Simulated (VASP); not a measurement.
# Sc2F3 (R-3m) in VASP: single point with r2SCAN

Aim: the single point of Sc2F3 with r2SCAN.

All numbers are computed with VASP 6.6.1; they aren't measurements. Logs are shortened: lines on timing, memory, paths and dates and some standing lists are left out, and cuts for length are marked.

## 1. The cell of the first run

The structure is trigonal, space group R-3m (No. 166). Conventional cell: a = 3.290 Å, b = 3.290 Å, c = 22.873 Å, α = 90.00°, β = 90.00°, γ = 120.00°. Sc (site symmetry 3m) has 6 F at 2.31 to 2.44 Å within 3.0 Å. Within 3.2 Å of F (site symmetry -3m) lie 6 Sc at 2.44 Å. Within 3.0 Å of F (site symmetry 3m) lie 3 Sc at 2.31 Å and 3 F at 2.73 Å.

## 2. Single point, r2SCAN

POSCAR

```
Sc2F3
1.0
    1.6447613470      0.9496034064      7.6243031577
   -1.6447613470      0.9496034064      7.6243031577
    0.0000000000     -1.8992068128      7.6243031577
Sc F
2 3
Direct
    0.4000000000      0.4000000000      0.4000000000
    0.6000000000      0.6000000000      0.6000000000
    0.0000000000      0.0000000000      0.0000000000
    0.2095000000      0.2095000000      0.2095000000
    0.7905000000      0.7905000000      0.7905000000
```

INCAR.step1

```
PREC = Accurate ; ENCUT = 520
ISMEAR = 0 ; SIGMA = 0.1
LREAL = False ; LASPH = True
NELM = 80 ; NBANDS = 30
GGA = PE ; ALGO = Normal
EDIFF = 1E-4 ; LWAVE = True
LCHARG = False
```

INCAR.step2

```
PREC = Accurate ; ENCUT = 520
EDIFF = 1E-7 ; ISMEAR = 0
SIGMA = 0.1 ; LREAL = False
LASPH = True ; NELM = 80
ALGO = Normal ; ISIF = 2
LWAVE = False ; LCHARG = False
METAGGA = R2SCAN ; LMIXTAU = True
NBANDS = 30 ; ISTART = 1
```

KPOINTS

```
Automatic mesh
0
Gamma
  6 6 6
```

Potentials or basis: VASP PAW PBE potentials, release 64 (Sc_sv, F).

Command:

```sh
cat potpaw_PBE.64/Sc_sv/POTCAR potpaw_PBE.64/F/POTCAR > POTCAR
cp INCAR.step1 INCAR
mpirun -np 1 vasp_std > vasp.out
cp INCAR.step2 INCAR
mpirun -np 1 vasp_std > vasp.out
```

OUTCAR:

```text
PREC = Accurate
   ENCUT = 520
   EDIFF = 1E-7
   ISMEAR = 0
   LREAL = False
   LASPH = True
   NELM = 80
   ISIF = 2
   METAGGA = R2SCAN
   ISTART = 1

 ion  position               nearest neighbor table
   1  0.400  0.400  0.400-   5 2.31   5 2.31   5 2.31   3 2.44   3 2.44   3 2.44
   2  0.600  0.600  0.600-   4 2.31   4 2.31   4 2.31   3 2.44   3 2.44   3 2.44
   3  0.000  0.000  0.000-   2 2.44   1 2.44   2 2.44   2 2.44   1 2.44   1 2.44
   4  0.209  0.209  0.209-   2 2.31   2 2.31   2 2.31
   5  0.791  0.791  0.791-   1 2.31   1 2.31   1 2.31

  LATTYP: Found a trigonal (rhomboedric) cell.
 ALAT       =     7.8572886646
 COS(alpha) =     0.9123624232

  Lattice vectors:

 A1 = (   1.6447613470,   0.9496034064,   7.6243031577)
 A2 = (  -1.6447613470,   0.9496034064,   7.6243031577)
 A3 = (   0.0000000000,  -1.8992068128,   7.6243031577)

Analysis of symmetry for initial positions (statically):
=====================================================================
 Subroutine PRICEL returns:
 Original cell was already a primitive cell.

 Routine SETGRP: Setting up the symmetry group for a
 trigonal (rhombohedral) supercell.

 Subroutine GETGRP returns: Found 12 space group operations
 (whereof 12 operations were pure point group operations)
 out of a pool of 12 trial point group operations.

The static configuration has the point symmetry D_3d.

Analysis of symmetry for dynamics (positions and initial velocities):
=====================================================================
 Subroutine PRICEL returns:
 Original cell was already a primitive cell.

 Routine SETGRP: Setting up the symmetry group for a
 trigonal (rhombohedral) supercell.

 Subroutine GETGRP returns: Found 12 space group operations
 (whereof 12 operations were pure point group operations)
 out of a pool of 12 trial point group operations.

The dynamic configuration has the point symmetry D_3d.

 Subroutine INISYM returns: Found 12 space group operations
 (whereof 12 operations are pure point group operations),
 and found     1 'primitive' translations

----------------------------------------------------------------------------------------

                                     Primitive cell

  volume of cell :      71.4491

  direct lattice vectors                    reciprocal lattice vectors
     1.644761347  0.949603406  7.624303158     0.303995471  0.175511867  0.043719843
    -1.644761347  0.949603406  7.624303158    -0.303995471  0.175511867  0.043719843
[... 89 lines left out ...]
   ENCUT  =  520.0 eV  38.22 Ry    6.18 a.u.  14.61 14.61 14.61*2*pi/ulx,y,z
   NELM   =     80;   NELMIN=  2; NELMDL=  0     # of ELM steps
   EDIFF  = 0.1E-06   stopping-criterion for ELM
   LREAL  =      F    real-space projection
   EDIFFG = 0.1E-05   stopping-criterion for IOM
   NSW    =      0    number of steps for IOM
   IBRION =     -1    ionic relax: 0-MD 1-quasi-New 2-CG
   NFREE  =      0    steps in history (QN), initial steepest desc. (CG)
   ISIF   =      2    stress and relaxation
   ISYM   =      2    0-nonsym 1-usesym 2-fastsym
   POTIM  = 0.5000    time-step for ionic-motion
   TEBEG  =    0.0;   TEEND  =   0.0 temperature during run
   PSTRESS=    0.0 pullay stress
   NELECT =      43.0000    total number of electrons
   NUPDOWN=      -1.0000    fix difference up-down
   EMIN   =  10.00;   EMAX   =-10.00  energy-range for DOS
   EFERMI =   0.00;   METHOD = LEGACY
   ISMEAR =     0;   SIGMA  =   0.10  broadening in eV -4-tet -1-fermi 0-gaus
   EFERMI_NEDOS =   21; number of points for ismear=-14 and -15
   IALGO  =     38    algorithm
   IMIX   =      4    mixing-type and parameters
     AMIX     =   0.40;   BMIX     =  1.00
     AMIX_MAG =   1.60;   BMIX_MAG =  1.00
  volume/ion in A,a.u.               =      14.29        96.43
  Fermi-wavevector in a.u.,A,eV,Ry     =   1.382183  2.611947 25.992966  1.910429
  Thomas-Fermi vector in A             =   2.506898
   LORBIT       =      0    0 simple, 1 ext, 2 COOP (PROOUT), +10 PAW based schemes
   METAGGA = R2SCAN    functional components
   LHFCALC =     F    Hartree Fock is set to
   AEXX    =    0.0000 exact exchange contribution
   IVDW    =     0    specifies the selected vdW correction
   LEPSILON=     F    determine dielectric tensor
   LRPA    =     F    only Hartree local field effects (RPA)
 non-spin polarized calculation
 Gauss-broadening in eV      SIGMA  =   0.10
  energy-cutoff  :      520.00
  volume of cell :       71.45
 maximum number of plane-waves:      1940
 NGX is ok and might be reduce to    60
   NGX = 29   NGY = 29   NGZ = 29

 number of electron      42.9999998 magnetization

 Free energy of the ion-electron system (eV)
  ---------------------------------------------------
  ext. energy  EPLUGINS =         0.00000000
  ---------------------------------------------------
  free energy    TOTEN  =       -45.38322706 eV

  energy without entropy =      -45.35813495  energy(sigma->0) =      -45.37068100

 E-fermi :   4.9786     XC(G=0): -10.5831

 val. band max:        4.9620077806   @ k =   0.1667   0.1667   0.1667
 cond. band min:       5.0011324513   @ k =   0.0000   0.0000   0.0000
 fundamental gap:      0.0391246707
 Fermi energy:         4.9786366076

 k-point     1 :       0.0000    0.0000    0.0000
  band No.  band energies     occupation
      1     -47.8660      2.00000
      2     -47.8550      2.00000
      3     -25.9676      2.00000
      4     -25.6209      2.00000
      5     -25.4140      2.00000
      6     -25.4140      2.00000
[... 781 lines left out ...]
     29       7.7148      0.00000
     30       7.8760      0.00000

 [... further k-points ...]
[... 5 lines left out ...]
  --------------------------------------------------------------------------------------
  -------------------------------------------------------------------------------------
  Total       -3.4344144     -3.4344144     -4.5372232      0.0000000     -0.0000000      0.0000000
  in kB      -77.0134734    -77.0134734   -101.7429119      0.0000000     -0.0000000      0.0000000
  external PRESSURE =     -85.2566196 kB  Pullay stress =       0.0000000 kB

 VOLUME and BASIS-vectors are now :
 -----------------------------------------------------------------------------
  energy-cutoff  :      520.00
  volume of cell :       71.45
      direct lattice vectors                 reciprocal lattice vectors
     1.644761347  0.949603406  7.624303158     0.303995471  0.175511867  0.043719843
    -1.644761347  0.949603406  7.624303158    -0.303995471  0.175511867  0.043719843
     0.000000000 -1.899206813  7.624303158     0.000000000 -0.351023734  0.043719843

 POSITION                                       TOTAL-FORCE (eV/Angst)
 -----------------------------------------------------------------------------------
      0.00000      0.00000      9.14916        -0.000000     -0.000000      0.286960
      0.00000      0.00000     13.72375        -0.000000      0.000000     -0.286960
      0.00000      0.00000      0.00000         0.000000     -0.000000      0.000000
      0.00000      0.00000      4.79187        -0.000000      0.000000      1.195376
      0.00000      0.00000     18.08103        -0.000000     -0.000000     -1.195376
 -----------------------------------------------------------------------------------
    total drift:                                0.000000      0.000000     -0.000000

  FREE ENERGIE OF THE ION-ELECTRON SYSTEM (eV)
  ---------------------------------------------------
  free  energy   TOTEN  =       -45.3832270578 eV

  energy  without entropy=      -45.3581349512  energy(sigma->0) =      -45.37068100
```

OUTCAR.step1:

```text
PREC = Accurate
   ENCUT = 520
   ISMEAR = 0
   LREAL = False
   LASPH = True
[... 1025 lines left out ...]
      0.00000      0.00000     13.72375         0.000000      0.000000     -0.382383
      0.00000      0.00000      0.00000         0.000000      0.000000      0.000000
      0.00000      0.00000      4.79187         0.000000     -0.000000      1.147225
      0.00000      0.00000     18.08103         0.000000      0.000000     -1.147225
 -----------------------------------------------------------------------------------
    total drift:                                0.000000      0.000000     -0.000000

  FREE ENERGIE OF THE ION-ELECTRON SYSTEM (eV)
  ---------------------------------------------------
  free  energy   TOTEN  =       -30.4337199193 eV

  energy  without entropy=      -30.4054662851  energy(sigma->0) =      -30.41959310
```

Run time: 17 min. Hardware: 1 thread of Intel Xeon Platinum 8488C (Sapphire Rapids), shared host; peak memory 0.54 GiB.

Results:

- Free energy: -45.3832 eV
- Pressure: -8.5 GPa
- Largest force: 1.195 eV/Å

Forces on the atoms (eV/Å):
```
Sc   0.000  0.000  0.287
Sc   0.000  0.000 -0.287
F    0.000  0.000  0.000
F    0.000  0.000  1.195
F    0.000  0.000 -1.195
```

Caveat: the k points lie up to 0.37 Å⁻¹ apart; the PAW data sets were made with another functional, which shifts forces and pressure a little; an odd number of electrons without spin polarisation forces a metal; a magnetic or distorted state may lie lower.
